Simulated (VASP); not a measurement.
## W: single point with RPBE

The system is W.

```
W
1.0
    -1.59876    1.59876    1.59876
     1.59876   -1.59876    1.59876
     1.59876    1.59876   -1.59876
W
1
Direct
  0.00000 0.00000 0.00000
```

- Program: VASP 6.6.1
- Task: single point
- Functional: RPBE
- Potentials or basis: VASP PAW PBE potentials, release 64 (W_sv)
- Cutoff: 520 eV
- k mesh: 14 × 14 × 14
- Occupations: fermi-dirac, width 0.1 eV
- Spin: no spin polarisation

```json
{
 "Pressure": "0.4 GPa",
 "Band gap on the k mesh": "zero (band 7 reaches 16.03 eV, above the bottom of band 8 at 9.91 eV)"
}
```

Levels at points of the mesh, in eV from the Fermi level:
```tsv
k point	band 5	band 6	band 7	band 8	band 9	band 10
(0.00, 0.00, 0.00)	-9.52	-1.22	-1.22	-1.22	2.16	2.16
(0.50, 0.00, 0.00)	-6.12	-3.47	0.50	2.03	2.98	5.82
(0.50, 0.50, 0.50)	-5.63	-5.63	4.89	4.89	4.89	7.93
```

Run time: 11 s on 1 thread of AMD EPYC 9R45 (Zen 5), with other jobs on the host, peak memory 0.12 GiB.

Caveat: the PAW data sets were made with another functional, which shifts forces and pressure a little; spin-orbit coupling is left out, which moves the levels of the heavy elements.
